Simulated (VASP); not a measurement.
# LaTe (Pm-3m) in VASP: notebook

The runs below take LaTe through single point, with LDA.

Program: VASP 6.6.1. These are calculated values, not measurements. Logs are shortened: lines on timing, memory, paths and dates and some standing lists are left out, and cuts for length are marked.

## 1. The cell of the first run

Symmetry: Pm-3m, No. 221, cubic system. Conventional cell: a = 3.936 Å, b = 3.936 Å, c = 3.936 Å, α = 90.00°, β = 90.00°, γ = 90.00°. La (site symmetry m-3m) has 8 Te at 3.41 Å and 6 La at 3.94 Å within 4.5 Å. Te (site symmetry m-3m) has 8 La at 3.41 Å and 6 Te at 3.94 Å within 4.5 Å.

## 2. Single point, LDA

The input, INCAR:

```
PREC = Accurate
ENCUT = 520
EDIFF = 1E-6
ISMEAR = 1
SIGMA = 0.5
LREAL = False
LASPH = True
NELM = 60
ALGO = Normal
ISIF = 2
LWAVE = False
LCHARG = False
NBANDS = 16
```

The input, KPOINTS:

```
Automatic mesh
0
Gamma
  7 7 7
```

The input, POSCAR:

```
LaTe
1.0
    3.9360900000      0.0000000000      0.0000000000
    0.0000000000      3.9360900000      0.0000000000
    0.0000000000      0.0000000000      3.9360900000
La Te
1 1
Direct
    0.0000000000      0.0000000000      0.0000000000
    0.5000000000      0.5000000000      0.5000000000
```

Potentials or basis: VASP PAW LDA potentials, release 64 (La, Te).

On the command line:

```bash
> cat potpaw_LDA.64/La/POTCAR potpaw_LDA.64/Te/POTCAR > POTCAR
> mpirun -np 1 vasp_std > vasp.out
```

OUTCAR:

```text
PREC = Accurate
   ENCUT = 520
   EDIFF = 1E-6
   ISMEAR = 1
   LREAL = False
   LASPH = True
   NELM = 60
   ISIF = 2

 ion  position               nearest neighbor table
   1  0.000  0.000  0.000-   2 3.41   2 3.41   2 3.41   2 3.41   2 3.41   2 3.41   2 3.41   2 3.41

   2  0.500  0.500  0.500-   1 3.41   1 3.41   1 3.41   1 3.41   1 3.41   1 3.41   1 3.41   1 3.41

  LATTYP: Found a simple cubic cell.
 ALAT       =     3.9360900000

  Lattice vectors:

 A1 = (   3.9360900000,   0.0000000000,   0.0000000000)
 A2 = (   0.0000000000,   3.9360900000,   0.0000000000)
 A3 = (   0.0000000000,   0.0000000000,   3.9360900000)

Analysis of symmetry for initial positions (statically):
=====================================================================
 Subroutine PRICEL returns:
 Original cell was already a primitive cell.

 Routine SETGRP: Setting up the symmetry group for a
 simple cubic supercell.

 Subroutine GETGRP returns: Found 48 space group operations
 (whereof 48 operations were pure point group operations)
 out of a pool of 48 trial point group operations.

The static configuration has the point symmetry O_h .

Analysis of symmetry for dynamics (positions and initial velocities):
=====================================================================
 Subroutine PRICEL returns:
 Original cell was already a primitive cell.

 Routine SETGRP: Setting up the symmetry group for a
 simple cubic supercell.

 Subroutine GETGRP returns: Found 48 space group operations
 (whereof 48 operations were pure point group operations)
 out of a pool of 48 trial point group operations.

The dynamic configuration has the point symmetry O_h .

 Subroutine INISYM returns: Found 48 space group operations
 (whereof 48 operations are pure point group operations),
 and found     1 'primitive' translations

----------------------------------------------------------------------------------------

                                     Primitive cell

  volume of cell :      60.9811

  direct lattice vectors                    reciprocal lattice vectors
     3.936090000  0.000000000  0.000000000     0.254059231  0.000000000  0.000000000
     0.000000000  3.936090000  0.000000000     0.000000000  0.254059231  0.000000000
     0.000000000  0.000000000  3.936090000     0.000000000  0.000000000  0.254059231

  length of vectors
     3.936090000  3.936090000  3.936090000     0.254059231  0.254059231  0.254059231

  position of ions in fractional coordinates (direct lattice)
     0.000000000  0.000000000  0.000000000
     0.500000000  0.500000000  0.500000000

  ion indices of the primitive-cell ions
   primitive index   ion index
                 1           1
                 2           2

----------------------------------------------------------------------------------------

 KPOINTS: Automatic mesh

Automatic generation of k-mesh.
 Grid dimensions read from file:
 generate k-points for:    7    7    7

 Generating k-lattice:

  Cartesian coordinates                     Fractional coordinates (reciprocal lattice)
     0.036294176  0.000000000  0.000000000     0.142857143  0.000000000  0.000000000
     0.000000000  0.036294176  0.000000000     0.000000000  0.142857143  0.000000000
     0.000000000  0.000000000  0.036294176     0.000000000  0.000000000  0.142857143

  Length of vectors
     0.036294176  0.036294176  0.036294176

  Shift w.r.t. Gamma in fractional coordinates (k-lattice)
     0.000000000  0.000000000  0.000000000

 Subroutine IBZKPT returns following result:
 ===========================================

 Found     20 irreducible k-points:

 Following reciprocal coordinates:
            Coordinates               Weight
  0.000000  0.000000  0.000000      1.000000
  0.142857  0.000000  0.000000      6.000000
  0.285714  0.000000  0.000000      6.000000
  0.428571  0.000000  0.000000      6.000000
  0.142857  0.142857  0.000000     12.000000
  0.285714  0.142857  0.000000     24.000000
[... 12 lines left out ...]
  0.428571  0.428571  0.285714     24.000000
  0.428571  0.428571  0.428571      8.000000
   k-points           NKPTS =     20   k-points in BZ     NKDIM =     20   number of bands    NBANDS=     16
   number of dos      NEDOS =    301   number of ions     NIONS =      2
   total plane-waves  NPLWV =  27000
   dimension x,y,z NGX =    30 NGY =   30 NGZ =   30
   dimension x,y,z NGXF=    60 NGYF=   60 NGZF=   60
   ions per type =               1   1
   NGX,Y,Z   is equivalent  to a cutoff of  12.67, 12.67, 12.67 a.u.
   NGXF,Y,Z  is equivalent  to a cutoff of  25.34, 25.34, 25.34 a.u.
 SYSTEM =  unknown system
   PREC   = accura    normal or accurate (medium, high low for compatibility)
   ISTART =      0    job   : 0-new  1-cont  2-samecut
   ICHARG =      2    charge: 1-file 2-atom 10-const
   ISPIN  =      1    spin polarized calculation?
   LNONCOLLINEAR =      F non collinear calculations
   LSORBIT =      F    spin-orbit coupling
   LASPH  =      T    aspherical Exc in radial PAW
   ENCUT  =  520.0 eV  38.22 Ry    6.18 a.u.   7.32  7.32  7.32*2*pi/ulx,y,z
   NELM   =     60;   NELMIN=  2; NELMDL= -5     # of ELM steps
   EDIFF  = 0.1E-05   stopping-criterion for ELM
   LREAL  =      F    real-space projection
   EDIFFG = 0.1E-04   stopping-criterion for IOM
   NSW    =      0    number of steps for IOM
   IBRION =     -1    ionic relax: 0-MD 1-quasi-New 2-CG
   NFREE  =      0    steps in history (QN), initial steepest desc. (CG)
   ISIF   =      2    stress and relaxation
   ISYM   =      2    0-nonsym 1-usesym 2-fastsym
   POTIM  = 0.5000    time-step for ionic-motion
   TEBEG  =    0.0;   TEEND  =   0.0 temperature during run
   PSTRESS=    0.0 pullay stress
   NELECT =      17.0000    total number of electrons
   NUPDOWN=      -1.0000    fix difference up-down
   EMIN   =  10.00;   EMAX   =-10.00  energy-range for DOS
   EFERMI =   0.00;   METHOD = LEGACY
   ISMEAR =     1;   SIGMA  =   0.50  broadening in eV -4-tet -1-fermi 0-gaus
   EFERMI_NEDOS =   21; number of points for ismear=-14 and -15
   IALGO  =     38    algorithm
   IMIX   =      4    mixing-type and parameters
     AMIX     =   0.40;   BMIX     =  1.00
     AMIX_MAG =   1.60;   BMIX_MAG =  1.00
  volume/ion in A,a.u.               =      30.49       205.76
  Fermi-wavevector in a.u.,A,eV,Ry     =   1.069447  2.020963 15.561226  1.143718
  Thomas-Fermi vector in A             =   2.205127
   LORBIT       =      0    0 simple, 1 ext, 2 COOP (PROOUT), +10 PAW based schemes
   GGA     = CA    functional components
   LHFCALC =     F    Hartree Fock is set to
   AEXX    =    0.0000 exact exchange contribution
   IVDW    =     0    specifies the selected vdW correction
   LEPSILON=     F    determine dielectric tensor
   LRPA    =     F    only Hartree local field effects (RPA)
 non-spin polarized calculation
 Methfessel and Paxton  Order N= 1 SIGMA  =   0.50
  energy-cutoff  :      520.00
  volume of cell :       60.98
 maximum number of plane-waves:      1659
 NGX is ok and might be reduce to    30
   NGX = 15   NGY = 15   NGZ = 15

 number of electron      17.0000000 magnetization

 Free energy of the ion-electron system (eV)
  ---------------------------------------------------
  ext. energy  EPLUGINS =         0.00000000
  ---------------------------------------------------
  free energy    TOTEN  =       -12.39551328 eV

  energy without entropy =      -12.38839657  energy(sigma->0) =      -12.39314104

 E-fermi :   8.9162     XC(G=0): -10.2374

 val. band max:        8.9074555457   @ k =   0.1429   0.1429   0.1429
 cond. band min:       8.9485625622   @ k =   0.4286   0.1429   0.1429
 fundamental gap:      0.0411070165
 Fermi energy:         8.9161599784

 k-point     1 :       0.0000    0.0000    0.0000
  band No.  band energies     occupation
      1     -24.2335      2.00000
      2      -7.7595      2.00000
      3      -7.7595      2.00000
      4      -7.7595      2.00000
      5      -3.3073      2.00000
      6       7.4267      2.00021
[... 8 lines left out ...]
     15      10.6515     -0.00001
     16      10.6515     -0.00001

 k-point     2 :       0.1429    0.0000    0.0000
  band No.  band energies     occupation
      1     -24.2258      2.00000
      2      -7.9077      2.00000
      3      -7.7462      2.00000
      4      -7.7462      2.00000
      5      -3.1060      2.00000
      6       6.1612      2.00000
[... 8 lines left out ...]
     15      10.5345     -0.00005
     16      10.5345     -0.00005

 k-point     3 :       0.2857    0.0000    0.0000
  band No.  band energies     occupation
      1     -24.2084      2.00000
      2      -8.2103      2.00000
      3      -7.7163      2.00000
      4      -7.7163      2.00000
      5      -2.6435      2.00000
      6       4.6638      2.00000
[... 8 lines left out ...]
     15      10.4180     -0.00018
     16      10.4180     -0.00018

 k-point     4 :       0.4286    0.0000    0.0000
  band No.  band energies     occupation
      1     -24.1943      2.00000
      2      -8.4298      2.00000
      3      -7.6920      2.00000
      4      -7.6920      2.00000
      5      -2.2385      2.00000
      6       3.6986      2.00000
[... 8 lines left out ...]
     15      10.3890     -0.00025
     16      10.3890     -0.00025
[... 248 lines left out ...]
 k-point    18 :       0.4286    0.2857    0.2857
  band No.  band energies     occupation
      1     -24.1474      2.00000
      2      -8.2091      2.00000
      3      -8.0027      2.00000
      4      -7.9665      2.00000
      5      -2.1831      2.00000
      6       4.6383      2.00000
[... 8 lines left out ...]
     15      10.3783     -0.00028
     16      10.7093     -0.00000

 k-point    19 :       0.4286    0.4286    0.2857
  band No.  band energies     occupation
      1     -24.1346      2.00000
      2      -8.1602      2.00000
      3      -8.1489      2.00000
      4      -7.9519      2.00000
      5      -2.0906      2.00000
      6       4.4987      2.00000
[... 8 lines left out ...]
     15      10.3562     -0.00036
     16      10.7240     -0.00000

 k-point    20 :       0.4286    0.4286    0.4286
  band No.  band energies     occupation
      1     -24.1221      2.00000
      2      -8.1213      2.00000
      3      -8.1105      2.00000
      4      -8.1105      2.00000
      5      -1.8780      2.00000
      6       4.1792      2.00000
[... 8 lines left out ...]
     15      10.3448     -0.00041
     16      11.9121     -0.00000

------------------------ aborting loop because EDIFF is reached ----------------------------------------

  FORCE on cell =-STRESS in cart. coord.  units (eV):
  Direction    XX          YY          ZZ          XY          YZ          ZX
  --------------------------------------------------------------------------------------
  -------------------------------------------------------------------------------------
  Total       -1.6967207     -1.6967207     -1.6967207     -0.0000000     -0.0000000      0.0000000
  in kB      -44.5785437    -44.5785437    -44.5785437     -0.0000000     -0.0000000      0.0000000
  external PRESSURE =     -44.5785437 kB  Pullay stress =       0.0000000 kB

 VOLUME and BASIS-vectors are now :
 -----------------------------------------------------------------------------
  energy-cutoff  :      520.00
  volume of cell :       60.98
      direct lattice vectors                 reciprocal lattice vectors
     3.936090000  0.000000000  0.000000000     0.254059231  0.000000000  0.000000000
     0.000000000  3.936090000  0.000000000     0.000000000  0.254059231  0.000000000
     0.000000000  0.000000000  3.936090000     0.000000000  0.000000000  0.254059231

 POSITION                                       TOTAL-FORCE (eV/Angst)
 -----------------------------------------------------------------------------------
      0.00000      0.00000      0.00000         0.000000      0.000000      0.000000
      1.96805      1.96805      1.96805         0.000000      0.000000      0.000000
 -----------------------------------------------------------------------------------
    total drift:                               -0.000000     -0.000000     -0.000000

  FREE ENERGIE OF THE ION-ELECTRON SYSTEM (eV)
  ---------------------------------------------------
  free  energy   TOTEN  =       -12.3955132800 eV

  energy  without entropy=      -12.3883965652  energy(sigma->0) =      -12.39314104
```

Run time: 13 s. Hardware: 1 thread of Intel Xeon Platinum 8488C (Sapphire Rapids), shared host; peak memory 0.17 GiB.

What came out:

* Free energy: -12.3955 eV
* Pressure: -4.5 GPa

Caveat: spin-orbit coupling is left out, which moves the levels of the heavy elements.

## 3. Single point, LDA

The input, INCAR:

```
PREC = Accurate
ENCUT = 520
EDIFF = 1E-7
ISMEAR = 1
SIGMA = 0.3
LREAL = False
LASPH = True
NELM = 80
ALGO = Normal
ISIF = 2
LWAVE = False
LCHARG = True
GGA = CA
LELF = True
LVHAR = True
NBANDS = 16
```

The input, KPOINTS:

```
regular mesh
0
Gamma
  7 7 7
```

POSCAR is that of step 2.

Potentials or basis: VASP PAW LDA potentials, release 64 (La, Te).

On the command line:

```bash
> cat potpaw_LDA.64/La/POTCAR potpaw_LDA.64/Te/POTCAR > POTCAR
> mpirun -np 1 vasp_std > vasp.out
```

OUTCAR:

```text
PREC = Accurate
   ENCUT = 520
   EDIFF = 1E-7
   ISMEAR = 1
   LREAL = False
   LASPH = True
   NELM = 80
   ISIF = 2
   GGA = CA

 ion  position               nearest neighbor table
   1  0.000  0.000  0.000-   2 3.41   2 3.41   2 3.41   2 3.41   2 3.41   2 3.41   2 3.41   2 3.41

   2  0.500  0.500  0.500-   1 3.41   1 3.41   1 3.41   1 3.41   1 3.41   1 3.41   1 3.41   1 3.41

  LATTYP: Found a simple cubic cell.
 ALAT       =     3.9360900000

  Lattice vectors:

 A1 = (   3.9360900000,   0.0000000000,   0.0000000000)
 A2 = (   0.0000000000,   3.9360900000,   0.0000000000)
 A3 = (   0.0000000000,   0.0000000000,   3.9360900000)

Analysis of symmetry for initial positions (statically):
=====================================================================
 Subroutine PRICEL returns:
 Original cell was already a primitive cell.

 Routine SETGRP: Setting up the symmetry group for a
 simple cubic supercell.

 Subroutine GETGRP returns: Found 48 space group operations
 (whereof 48 operations were pure point group operations)
 out of a pool of 48 trial point group operations.

The static configuration has the point symmetry O_h .

Analysis of symmetry for dynamics (positions and initial velocities):
=====================================================================
 Subroutine PRICEL returns:
 Original cell was already a primitive cell.

 Routine SETGRP: Setting up the symmetry group for a
 simple cubic supercell.

 Subroutine GETGRP returns: Found 48 space group operations
 (whereof 48 operations were pure point group operations)
 out of a pool of 48 trial point group operations.

The dynamic configuration has the point symmetry O_h .

 Subroutine INISYM returns: Found 48 space group operations
 (whereof 48 operations are pure point group operations),
 and found     1 'primitive' translations

----------------------------------------------------------------------------------------
[... 107 lines left out ...]
     AMIX     =   0.40;   BMIX     =  1.00
     AMIX_MAG =   1.60;   BMIX_MAG =  1.00
  volume/ion in A,a.u.               =      30.49       205.76
  Fermi-wavevector in a.u.,A,eV,Ry     =   1.069447  2.020963 15.561226  1.143718
  Thomas-Fermi vector in A             =   2.205127
   LORBIT       =      0    0 simple, 1 ext, 2 COOP (PROOUT), +10 PAW based schemes
   GGA     = CA    functional components
   LHFCALC =     F    Hartree Fock is set to
   AEXX    =    0.0000 exact exchange contribution
   IVDW    =     0    specifies the selected vdW correction
   LEPSILON=     F    determine dielectric tensor
   LRPA    =     F    only Hartree local field effects (RPA)
 non-spin polarized calculation
 Methfessel and Paxton  Order N= 1 SIGMA  =   0.30
  energy-cutoff  :      520.00
  volume of cell :       60.98
 maximum number of plane-waves:      1659
 NGX is ok and might be reduce to    30
   NGX = 15   NGY = 15   NGZ = 15

 number of electron      17.0000000 magnetization

 Free energy of the ion-electron system (eV)
  ---------------------------------------------------
  ext. energy  EPLUGINS =         0.00000000
  ---------------------------------------------------
  free energy    TOTEN  =       -12.38132268 eV

  energy without entropy =      -12.36125917  energy(sigma->0) =      -12.37463484

 E-fermi :   8.9106     XC(G=0): -10.2351

 val. band max:        8.8926493560   @ k =   0.2857   0.1429   0.1429
 cond. band min:       8.9280995209   @ k =   0.1429   0.1429   0.1429
 fundamental gap:      0.0354501650
 Fermi energy:         8.9105679181

 k-point     1 :       0.0000    0.0000    0.0000
  band No.  band energies     occupation
      1     -24.1750      2.00000
      2      -7.7158      2.00000
      3      -7.7158      2.00000
      4      -7.7158      2.00000
      5      -3.3056      2.00000
      6       7.4348      2.00000
[... 357 lines left out ...]
      3      -8.0689      2.00000
      4      -8.0689      2.00000
      5      -1.8763      2.00000
      6       4.1803      2.00000
[... 8 lines left out ...]
     15      10.4559     -0.00000
     16      11.9308     -0.00000

------------------------ aborting loop because EDIFF is reached ----------------------------------------

  FORCE on cell =-STRESS in cart. coord.  units (eV):
  Direction    XX          YY          ZZ          XY          YZ          ZX
  --------------------------------------------------------------------------------------
  -------------------------------------------------------------------------------------
  Total       -1.6159527     -1.6159527     -1.6159527     -0.0000000     -0.0000000     -0.0000000
  in kB      -42.4564977    -42.4564977    -42.4564977     -0.0000000     -0.0000000     -0.0000000
  external PRESSURE =     -42.4564977 kB  Pullay stress =       0.0000000 kB

 VOLUME and BASIS-vectors are now :
 -----------------------------------------------------------------------------
  energy-cutoff  :      520.00
  volume of cell :       60.98
      direct lattice vectors                 reciprocal lattice vectors
     3.936090000  0.000000000  0.000000000     0.254059231  0.000000000  0.000000000
     0.000000000  3.936090000  0.000000000     0.000000000  0.254059231  0.000000000
     0.000000000  0.000000000  3.936090000     0.000000000  0.000000000  0.254059231

 POSITION                                       TOTAL-FORCE (eV/Angst)
 -----------------------------------------------------------------------------------
      0.00000      0.00000      0.00000         0.000000      0.000000      0.000000
      1.96805      1.96805      1.96805         0.000000      0.000000      0.000000
 -----------------------------------------------------------------------------------
    total drift:                                0.000000     -0.000000     -0.000000

  FREE ENERGIE OF THE ION-ELECTRON SYSTEM (eV)
  ---------------------------------------------------
  free  energy   TOTEN  =       -12.3813226778 eV

  energy  without entropy=      -12.3612591656  energy(sigma->0) =      -12.37463484
```

OSZICAR:

```text
N       E                     dE             d eps       ncg     rms          rms(c)
DAV:   1     0.128095719919E+03    0.12810E+03   -0.57535E+03   648   0.126E+03
DAV:   2     0.612833577345E+00   -0.12748E+03   -0.11562E+03   848   0.189E+02
DAV:   3    -0.116762065242E+02   -0.12289E+02   -0.11936E+02   880   0.889E+01
DAV:   4    -0.123887076310E+02   -0.71250E+00   -0.70329E+00  1104   0.167E+01
DAV:   5    -0.124155407536E+02   -0.26833E-01   -0.26534E-01   856   0.273E+00    0.395E+00
DAV:   6    -0.123915061699E+02    0.24035E-01   -0.48163E-02  1096   0.223E+00    0.235E+00
DAV:   7    -0.123817946144E+02    0.97116E-02   -0.59061E-03  1000   0.633E-01    0.313E-01
DAV:   8    -0.123813380654E+02    0.45655E-03   -0.12587E-03  1128   0.296E-01    0.103E-01
DAV:   9    -0.123813244464E+02    0.13619E-04   -0.20055E-04   952   0.717E-02    0.134E-02
DAV:  10    -0.123813229662E+02    0.14802E-05   -0.26091E-05   976   0.374E-02    0.931E-03
DAV:  11    -0.123813226974E+02    0.26875E-06   -0.50749E-06   960   0.936E-03    0.252E-03
DAV:  12    -0.123813226778E+02    0.19589E-07   -0.66723E-07  1104   0.585E-03
   1 F= -.12381323E+02 E0= -.12374635E+02  d E =-.200635E-01
```

Run time: 13 s. Hardware: 1 thread of Intel Xeon Platinum 8488C (Sapphire Rapids), shared host; peak memory 0.16 GiB.

Results:

```
Free energy : -12.3813 eV
Pressure    : -4.2 GPa
```

Levels at points of the mesh, in eV from the Fermi level:
```
           k point  band 5  band 6  band 7  band 8  band 9  band 10  band 11  band 12  band 13  band 14
(0.00, 0.00, 0.00)  -12.22   -1.48   -1.48   -1.48   -1.20    -1.20     1.29     1.29     1.29     1.46
```

Caveat: spin-orbit coupling is left out, which moves the levels of the heavy elements.
